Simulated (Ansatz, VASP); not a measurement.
One calculation of Ca3SbP, two programs

The input INCAR:

```
SYSTEM = Ca3SbP
  ALGO = Normal
  EDIFF = 1E-6
  ENCUT = 520
  GGA = CA
  ISIF = 2
  ISMEAR = 0
  LASPH = .TRUE.
  LCHARG = .FALSE.
  LREAL = .FALSE.
  LWAVE = .FALSE.
  NBANDS = 28
  NELM = 100
  PREC = Accurate
  SIGMA = 0.05
```

The input KPOINTS:

```
k-points
0
G
  6 6 6
  0 0 0
```

Contents of POSCAR:

```
Ca3SbP
1.0
    5.2080295048      0.0000000000      0.0000000000
    0.0000000000      5.2080295048      0.0000000000
    0.0000000000      0.0000000000      5.2080295048
Ca Sb P
3 1 1
Direct
   -0.0057413859      0.5000000000      0.5000000000
    0.4771498990      0.0000000000      0.5000000000
    0.4771498990      0.5000000000      0.0000000000
    0.0175527343      0.0000000000      0.0000000000
    0.4975610011      0.5000000000      0.5000000000
```

Input for Ansatz:

```yaml
crystal:
  lattice:
    - [5.2080295048, 0.0, 0.0]
    - [0.0, 5.2080295048, 0.0]
    - [0.0, 0.0, 5.2080295048]
  atoms:
    - { symbol: Ca, position: [-0.0057413859, 0.5, 0.5] }
    - { symbol: Ca, position: [0.477149899, 0.0, 0.5] }
    - { symbol: Ca, position: [0.477149899, 0.5, 0.0] }
    - { symbol: Sb, position: [0.0175527343, 0.0, 0.0] }
    - { symbol: P, position: [0.4975610011, 0.5, 0.5] }
basis:
  ecutwfc: 420
kpoints:
  mp_grid: { grid: [6, 6, 6] }
hamiltonian:
  xc: lda
scf:
  occupations: { method: gaussian, width: 0.05 }
output:
  forces: true
  stress: true
  eigenvalues: true
```

Change from the starting cell: mode 1 frozen in at -0.120 Å, equal normal strain along x, y and z -0.0083.

Alike in both runs: task single point; functional LDA; k mesh 6 × 6 × 6; occupations gaussian, width 0.05 eV; no spin polarisation.

```csv
,VASP,Ansatz
version,VASP 6.6.1,Ansatz 0.2.0
potentials or method,"VASP PAW LDA potentials, release 64 (Ca_sv, Sb, P), cutoff 520 eV","scalar-relativistic, plane waves, PAW"
valence electrons in the cell,40,50
```

Ansatz gave:

```
gap on the k mesh at the Fermi level (eV)                     : 0.56
least direct gap on the mesh (eV)                             : 0.56
pressure (GPa)                                                : 1.3
traceless stress, the component that is largest in VASP (GPa) : 0.25
rms of the force components (eV/Å)                            : 0.003
```

Task: Which values does VASP return?

Result: gap on the k mesh at the Fermi level (eV): 0.55; least direct gap on the mesh (eV): 0.55; pressure (GPa): 1.5; traceless stress, the component that is largest in VASP (GPa): 0.25; rms of the force components (eV/Å): 0.005.

LDA's correlation is that of Perdew and Zunger in VASP and of Perdew and Wang (1992) in Ansatz. Atom by atom the forces differ by 0.002 eV/Å (rms over components). VASP's potentials hold 40 valence electrons a cell and Ansatz's 50, so a difference there can come from the potentials and not from the codes.

Neither program's run includes spin-orbit coupling.
